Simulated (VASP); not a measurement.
# Ga8SbAs7 (P1) in VASP: single point with PBEsol

Aim: the single point of Ga8SbAs7 with PBEsol.

Program: VASP 6.6.1. These are calculated values, not measurements. Logs are shortened: lines on timing, memory, paths and dates and some standing lists are left out, and cuts for length are marked.

## Step 1: The cell of the first run

The typed cell holds 64 atoms: a = 11.432 Å, b = 11.432 Å, c = 11.432 Å, α = 90.00°, β = 90.00°, γ = 90.00°.

## Step 2: Single point, PBEsol

INCAR reads:

```
SYSTEM = Ga8SbAs7
  PREC = Accurate
  ENCUT = 500
  EDIFF = 1E-6
  ISMEAR = -1
  SIGMA = 0.05
  LREAL = Auto
  LASPH = .True.
  NELM = 120
  ALGO = Normal
  ISIF = 2
  LWAVE = .False.
  LCHARG = .True.
  GGA = PS
  LELF = .True.
  LVHAR = .True.
  ISYM = -1
  NBANDS = 326
  GGA_COMPAT = .False.
```

KPOINTS reads:

```
explicit points
1
Reciprocal
  0.25000000   0.25000000   0.25000000 1
```

POSCAR reads:

```
Ga8SbAs7
1.0
   11.4318171439      0.0000000000      0.0000000000
    0.0000000000     11.4318171439      0.0000000000
    0.0000000000      0.0000000000     11.4318171439
Ga Sb As
32 4 28
Direct
    0.9866100000      0.0000990000      0.9986580000
    0.0010900000      0.9984890000      0.5001600000
    0.0007870000      0.4998990000      0.9988260000
    0.0008070000      0.4985300000      0.5000960000
    0.5003220000      0.9986260000      0.9987680000
    0.4949490000      0.0064400000      0.5063230000
    0.5013370000      0.4984950000      0.9989410000
    0.4931370000      0.5057700000      0.5062520000
    0.2551340000      0.2561900000      0.9919800000
    0.2482200000      0.2516500000      0.4989960000
    0.2550900000      0.7428270000      0.0055400000
    0.2484940000      0.7497900000      0.5010150000
    0.7482370000      0.2519800000      0.9986120000
    0.7550910000      0.2435370000      0.5071620000
    0.7487500000      0.7499670000      0.9982680000
    0.7548380000      0.7431540000      0.5051390000
    0.2551960000      0.9917350000      0.2561750000
    0.2547370000      0.0066760000      0.7447520000
    0.2484390000      0.4978500000      0.2507720000
    0.2486930000      0.5008170000      0.7496430000
    0.7544880000      0.0062300000      0.2447440000
    0.7485390000      0.9982280000      0.7499910000
    0.7550880000      0.5070750000      0.2432400000
    0.7486830000      0.4977190000      0.7511560000
    0.9945760000      0.2577780000      0.2570400000
    0.0005980000      0.2502360000      0.7505790000
    0.0010240000      0.7504770000      0.2504360000
    0.9941960000      0.7423530000      0.7436950000
    0.4932670000      0.2435180000      0.2434410000
    0.5018180000      0.2518460000      0.7497700000
    0.4956500000      0.7418480000      0.2448320000
    0.4998170000      0.7507640000      0.7512740000
    0.1250840000      0.1262290000      0.1261940000
    0.1245370000      0.8729050000      0.8735010000
    0.6246930000      0.3748500000      0.3748870000
    0.6243650000      0.8746960000      0.3753060000
    0.1245140000      0.1269270000      0.6230980000
    0.1246310000      0.6225980000      0.1268170000
    0.1242350000      0.6227780000      0.6231030000
    0.6243890000      0.1250510000      0.1208950000
    0.6249800000      0.1245980000      0.6286730000
    0.6247830000      0.6246040000      0.1203540000
    0.6245540000      0.6243470000      0.6288570000
    0.3743360000      0.3761630000      0.1229070000
    0.3726030000      0.3748290000      0.6267260000
    0.3769830000      0.8720250000      0.1248530000
    0.3744390000      0.8750640000      0.6254290000
    0.8748430000      0.3768240000      0.1228160000
    0.8762600000      0.3748260000      0.6268100000
    0.8724510000      0.8727950000      0.1250130000
    0.8745290000      0.8740940000      0.6247860000
    0.3722890000      0.1249270000      0.3763660000
    0.3788250000      0.1268110000      0.8728050000
    0.3706220000      0.6244130000      0.3750350000
    0.3765330000      0.6226240000      0.8748880000
    0.8767170000      0.1246280000      0.3771170000
    0.8702860000      0.1270120000      0.8724020000
    0.8784270000      0.6242830000      0.3751120000
    0.8728600000      0.6226280000      0.8744950000
    0.1245200000      0.3765850000      0.3766490000
    0.1247440000      0.3768670000      0.8726450000
    0.1248480000      0.8726640000      0.3769200000
    0.6243410000      0.3749940000      0.8746290000
    0.6245610000      0.8745940000      0.8746720000
```

Potentials or basis: VASP PAW PBE potentials, release 64 (Ga_d, Sb, As).

The run is started by

```
$ cat potpaw_PBE.64/Ga_d/POTCAR potpaw_PBE.64/Sb/POTCAR potpaw_PBE.64/As/POTCAR > POTCAR
$ mpirun -np 1 vasp_std > vasp.out
```

OUTCAR:

```text
SYSTEM = Ga8SbAs7
   PREC = Accurate
   ENCUT = 500
   EDIFF = 1E-6
   ISMEAR = -1
   LREAL = Auto
   LASPH = .True.
   NELM = 120
   ISIF = 2
   GGA = PS
   ISYM = -1

 ion  position               nearest neighbor table
   1  0.987  0.000  0.999-  50 2.43  57 2.44  34 2.58  33 2.59
   2  0.001  0.998  0.500-  62 2.46  56 2.47  37 2.47  51 2.48
   3  0.001  0.500  0.999-  48 2.46  61 2.46  38 2.47  59 2.48
   4  0.001  0.499  0.500-  60 2.44  39 2.45  58 2.46  49 2.47
   5  0.500  0.999  0.999-  64 2.46  40 2.46  53 2.48  46 2.48
   6  0.495  0.006  0.506-  41 2.45  47 2.45  52 2.45  36 2.59
[... 56 lines left out ...]
  63  0.624  0.375  0.875-  30 2.45  24 2.45   7 2.45  13 2.45
  64  0.625  0.875  0.875-  32 2.46  22 2.46   5 2.46  15 2.46

IMPORTANT INFORMATION: All symmetrisations will be switched off!
NOSYMM: (Re-)initialisation of all symmetry stuff for point group C_1.

----------------------------------------------------------------------------------------

                                     Primitive cell

  volume of cell :    1493.9835

  direct lattice vectors                    reciprocal lattice vectors
    11.431817144  0.000000000  0.000000000     0.087475157  0.000000000  0.000000000
     0.000000000 11.431817144  0.000000000     0.000000000  0.087475157  0.000000000
     0.000000000  0.000000000 11.431817144     0.000000000  0.000000000  0.087475157

  length of vectors
    11.431817144 11.431817144 11.431817144     0.087475157  0.087475157  0.087475157

  position of ions in fractional coordinates (direct lattice)
     0.986610000  0.000099000  0.998658000
     0.001090000  0.998489000  0.500160000
     0.000787000  0.499899000  0.998826000
     0.000807000  0.498530000  0.500096000
     0.500322000  0.998626000  0.998768000
     0.494949000  0.006440000  0.506323000
[... 56 lines left out ...]
     0.624341000  0.374994000  0.874629000
     0.624561000  0.874594000  0.874672000

  ion indices of the primitive-cell ions
   primitive index   ion index
                 1           1
                 2           2
                 3           3
                 4           4
                 5           5
                 6           6
[... 56 lines left out ...]
                63          63
                64          64

----------------------------------------------------------------------------------------

 KPOINTS: explicit points

Read explicit list of k-points.

 Found      1 k-points:

 Following reciprocal coordinates:
            Coordinates               Weight
  0.250000  0.250000  0.250000      1.000000
   k-points           NKPTS =      1   k-points in BZ     NKDIM =      1   number of bands    NBANDS=    326
   number of dos      NEDOS =    301   number of ions     NIONS =     64
   total plane-waves  NPLWV = 592704
   dimension x,y,z NGX =    84 NGY =   84 NGZ =   84
   dimension x,y,z NGXF=   168 NGYF=  168 NGZF=  168
   ions per type =              32   4  28
   NGX,Y,Z   is equivalent  to a cutoff of  12.22, 12.22, 12.22 a.u.
   NGXF,Y,Z  is equivalent  to a cutoff of  24.43, 24.43, 24.43 a.u.
 SYSTEM =  Ga8SbAs7
   PREC   = accura    normal or accurate (medium, high low for compatibility)
   ISTART =      0    job   : 0-new  1-cont  2-samecut
   ICHARG =      2    charge: 1-file 2-atom 10-const
   ISPIN  =      1    spin polarized calculation?
   LNONCOLLINEAR =      F non collinear calculations
   LSORBIT =      F    spin-orbit coupling
   LASPH  =      T    aspherical Exc in radial PAW
   ENCUT  =  500.0 eV  36.75 Ry    6.06 a.u.  20.84 20.84 20.84*2*pi/ulx,y,z
   NELM   =    120;   NELMIN=  2; NELMDL= -5     # of ELM steps
   EDIFF  = 0.1E-05   stopping-criterion for ELM
   LREAL  =      T    real-space projection
   EDIFFG = 0.1E-04   stopping-criterion for IOM
   NSW    =      0    number of steps for IOM
   IBRION =     -1    ionic relax: 0-MD 1-quasi-New 2-CG
   NFREE  =      0    steps in history (QN), initial steepest desc. (CG)
   ISIF   =      2    stress and relaxation
   ISYM   =     -1    0-nonsym 1-usesym 2-fastsym
   POTIM  = 0.5000    time-step for ionic-motion
   TEBEG  =    0.0;   TEEND  =   0.0 temperature during run
   PSTRESS=    0.0 pullay stress
   NELECT =     576.0000    total number of electrons
   NUPDOWN=      -1.0000    fix difference up-down
   EMIN   =  10.00;   EMAX   =-10.00  energy-range for DOS
   EFERMI =   0.00;   METHOD = LEGACY
   ISMEAR =    -1;   SIGMA  =   0.05  broadening in eV -4-tet -1-fermi 0-gaus
   EFERMI_NEDOS =   21; number of points for ismear=-14 and -15
   IALGO  =     38    algorithm
   IMIX   =      4    mixing-type and parameters
     AMIX     =   0.40;   BMIX     =  1.00
     AMIX_MAG =   1.60;   BMIX_MAG =  1.00
  volume/ion in A,a.u.               =      23.34       157.53
  Fermi-wavevector in a.u.,A,eV,Ry     =   1.191517  2.251641 19.316378  1.419714
  Thomas-Fermi vector in A             =   2.327577
   LORBIT       =      0    0 simple, 1 ext, 2 COOP (PROOUT), +10 PAW based schemes
   GGA     = PS    functional components
   LHFCALC =     F    Hartree Fock is set to
   AEXX    =    0.0000 exact exchange contribution
   IVDW    =     0    specifies the selected vdW correction
   LEPSILON=     F    determine dielectric tensor
   LRPA    =     F    only Hartree local field effects (RPA)
 non-spin polarized calculation
  energy-cutoff  :      500.00
  volume of cell :     1493.98
 maximum number of plane-waves:     37935
 NGX is ok and might be reduce to    84
   NGX = 41   NGY = 41   NGZ = 41

 number of electron     576.0000330 magnetization

 Free energy of the ion-electron system (eV)
  ---------------------------------------------------
  ext. energy  EPLUGINS =         0.00000000
  ---------------------------------------------------
  free energy    TOTEN  =      -286.40739485 eV

  energy without entropy =     -286.40734248  energy(sigma->0) =     -286.40736867

 E-fermi :   4.3174     XC(G=0):  -9.7000

 val. band max:        3.7625279280   @ k =   0.2500   0.2500   0.2500
 cond. band min:       4.8542413278   @ k =   0.2500   0.2500   0.2500
 fundamental gap:      1.0917133998
 Fermi energy:         4.3174008468

 k-point     1 :       0.2500    0.2500    0.2500
  band No.  band energies     occupation
      1     -11.0023      2.00000
      2     -10.9990      2.00000
      3     -10.9906      2.00000
      4     -10.9872      2.00000
      5     -10.9848      2.00000
      6     -10.9827      2.00000
[... 292 lines left out ...]
    299       5.9630      0.00000
    300       5.9785      0.00000
 [bands above 300 left out]

------------------------ aborting loop because EDIFF is reached ----------------------------------------

  FORCE on cell =-STRESS in cart. coord.  units (eV):
  Direction    XX          YY          ZZ          XY          YZ          ZX
  --------------------------------------------------------------------------------------
  -------------------------------------------------------------------------------------
  Total        1.3476799      1.1582538      1.3209398     -7.3480929     -7.3876017     -7.3499946
  in kB        1.4452785      1.2421342      1.4166018     -7.8802394     -7.9226095     -7.8822789
  external PRESSURE =       1.3680048 kB  Pullay stress =       0.0000000 kB

 VOLUME and BASIS-vectors are now :
 -----------------------------------------------------------------------------
  energy-cutoff  :      500.00
  volume of cell :     1493.98
      direct lattice vectors                 reciprocal lattice vectors
    11.431817144  0.000000000  0.000000000     0.087475157  0.000000000  0.000000000
     0.000000000 11.431817144  0.000000000     0.000000000  0.087475157  0.000000000
     0.000000000  0.000000000 11.431817144     0.000000000  0.000000000  0.087475157

 POSITION                                       TOTAL-FORCE (eV/Angst)
 -----------------------------------------------------------------------------------
     11.27875      0.00113     11.41648         0.000079      0.002297      0.000619
      0.01246     11.41454      5.71774        -0.000616      0.000535      0.001341
      0.00900      5.71475     11.41840         0.000501      0.000857      0.001454
      0.00923      5.69910      5.71701         0.002643      0.003854     -0.002484
      5.71959     11.41611     11.41773        -0.003396      0.002541      0.003496
      5.65817      0.07362      5.78819        -0.000571      0.001968      0.000305
[... 56 lines left out ...]
      7.13735      4.28686      9.99860        -0.000020      0.000015     -0.001602
      7.13987      9.99820      9.99909        -0.000052     -0.001712      0.000542
 -----------------------------------------------------------------------------------
    total drift:                               -0.013835      0.010048     -0.009392

  FREE ENERGIE OF THE ION-ELECTRON SYSTEM (eV)
  ---------------------------------------------------
  free  energy   TOTEN  =      -286.4073948510 eV

  energy  without entropy=     -286.4073424796  energy(sigma->0) =     -286.40736867
```

Run time: 20 min. Hardware: 1 thread of AMD EPYC 7R43 (Zen 3), shared host; peak memory 1.3 GiB.

What came out:

```yaml
Free_energy: -286.4074 eV
Pressure: 0.1 GPa
Largest_force: 0.013 eV/Å
Band_gap_on_the_k_mesh: 1.09 eV
```

Forces on the atoms (eV/Å):
```
Ga   0.000  0.002  0.001
Ga  -0.001  0.001  0.001
Ga   0.001  0.001  0.001
Ga   0.003  0.004 -0.002
Ga  -0.003  0.003  0.003
Ga  -0.001  0.002  0.000
Ga   0.000  0.004  0.003
Ga  -0.002  0.004  0.000
Ga  -0.001 -0.001  0.001
Ga   0.002  0.001 -0.002
Ga   0.001  0.000  0.003
Ga   0.000 -0.002  0.000
Ga  -0.001 -0.001  0.000
Ga   0.001 -0.004  0.005
Ga   0.001 -0.001  0.004
Ga  -0.001 -0.002  0.000
Ga   0.001 -0.004  0.001
Ga  -0.002  0.002  0.002
Ga   0.001 -0.002  0.001
Ga   0.001 -0.002 -0.001
Ga   0.003  0.001 -0.002
Ga   0.002  0.001 -0.001
Ga  -0.002  0.003  0.002
Ga   0.003 -0.001  0.000
Ga   0.000  0.005  0.002
Ga  -0.001 -0.001  0.002
Ga   0.000  0.004 -0.001
Ga   0.002  0.003  0.004
Ga   0.000  0.000 -0.002
Ga   0.006  0.001  0.004
Ga   0.005 -0.003  0.000
Ga   0.004  0.002 -0.001
Sb   0.002 -0.002 -0.005
Sb  -0.009  0.000 -0.009
Sb  -0.002  0.003 -0.009
Sb  -0.003 -0.007 -0.003
As  -0.001 -0.004  0.004
As   0.002 -0.003  0.002
As  -0.001 -0.001 -0.001
As   0.006  0.000 -0.003
As  -0.003 -0.001  0.003
As  -0.006 -0.001  0.006
As   0.002  0.000 -0.002
As   0.002  0.002  0.003
As  -0.004 -0.002  0.006
As  -0.005  0.007 -0.003
As   0.004  0.000 -0.008
As   0.005 -0.006  0.000
As  -0.002  0.001 -0.002
As  -0.006  0.000  0.003
As   0.004  0.004  0.002
As  -0.004  0.002  0.002
As  -0.004 -0.002 -0.001
As   0.002  0.002 -0.005
As   0.003 -0.005 -0.001
As  -0.002  0.002 -0.003
As   0.002 -0.004 -0.003
As  -0.002  0.000  0.000
As  -0.002  0.002 -0.005
As   0.000  0.001 -0.002
As  -0.001 -0.003  0.002
As   0.001 -0.002  0.001
As   0.000  0.000 -0.002
As   0.000 -0.002  0.001
```

Levels at points of the mesh, in eV from the valence-band top:
| k point | band 284 | band 285 | band 286 | band 287 | band 288 | band 289 | band 290 | band 291 | band 292 | band 293 |
| --- | --- | --- | --- | --- | --- | --- | --- | --- | --- | --- |
| (0.25, 0.25, 0.25) | -0.59 | -0.51 | -0.45 | -0.04 | 0.00 | 1.09 | 1.48 | 1.69 | 1.71 | 1.78 |

Caveat: the PAW data sets were made with another functional, which shifts forces and pressure a little; spin-orbit coupling is left out, which moves the levels of the heavy elements; a shifted mesh leaves out Γ, where band edges can lie.
